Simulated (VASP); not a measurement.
Runs of VASP 6.6.1 on Mg3ZnC. The structure is cubic, space group Pm-3m (No. 221). The conventional cell has a = 4.407 Å, b = 4.407 Å, c = 4.407 Å, α = 90.00°, β = 90.00°, γ = 90.00°. Zn (site symmetry m-3m) has 12 Mg at 3.12 Å and 8 C at 3.82 Å within 4.1 Å. Within 2.9 Å of Mg (site symmetry 4/mmm) lie 2 C at 2.20 Å. C (site symmetry m-3m) has 6 Mg at 2.20 Å within 2.9 Å. 

```tsv
task	level	k mesh for the DOS	occupations for the DOS	gap on the mesh (eV)	pressure (GPa)
single point	r2SCAN	-	-	none	-2.0
single point	PBEsol	-	-	none	(a)
single point	RPBE	-	-	none	1.6
single point	PBE	-	-	none	-0.3
```

Alike in all rows: potentials or basis VASP PAW PBE potentials, release 64 (Zn, Mg, C); no spin polarisation; cell as given; k mesh 6 × 6 × 6; cutoff (eV) 520; smearing fermi-dirac 0.05 eV.

Task: Estimate the missing entries.

Result: (a) -1.9.

Caveats: the PAW data sets were made with another functional, which shifts forces and pressure a little (some runs).

A gap of «none» marks levels without a gap at the run's occupations.
